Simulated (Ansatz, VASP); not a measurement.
## Cd3F: VASP beside Ansatz

```xyz
4
Lattice="3.4428 0.0000 0.0000 0.0000 3.4428 0.0000 0.0000 0.0000 8.9760" Properties=species:S:1:pos:R:3 pbc="T T T"
Cd    1.7214    1.7214    6.8597
Cd    0.0000    0.0000    4.4880
Cd    1.7214    1.7214    2.1164
F     0.0000    0.0000    0.0000
```

Change from the starting cell: species swapped into the Er3Mg type (P4/mmm, No. 123).

Alike in both runs: task relaxation of cell and atoms; functional PBE; k mesh 6 × 6 × 2; occupations gaussian, width 0.1 eV; no spin polarisation.

|  | VASP | Ansatz |
| --- | --- | --- |
| version | VASP 6.6.1 | Ansatz 0.2.0 |
| potentials or method | VASP PAW PBE potentials, release 64 (Cd, F), cutoff 600 eV | scalar-relativistic, plane waves, PAW |
| valence electrons in the cell | 43 | 67 |

|  | VASP | Ansatz | Ansatz less VASP |
| --- | --- | --- | --- |
| gap on the k mesh at the Fermi level, each at its own relaxed structure (eV) | none | none | - |
| relaxed volume (Å³/atom) | 19.71 | 19.75 | +0.033 |
| relaxed length of the cell vector where the two differ most in proportion (Å) | 7.923 | 7.888 | -0.0343 |

A gap of «none» marks a metal or a gap that the smearing closes. VASP's potentials hold 43 valence electrons a cell and Ansatz's 67, so a difference there can come from the potentials and not from the codes.

Noted on VASP's run: the volume moved by over 15 % at a fixed basis, so the end points are rough.
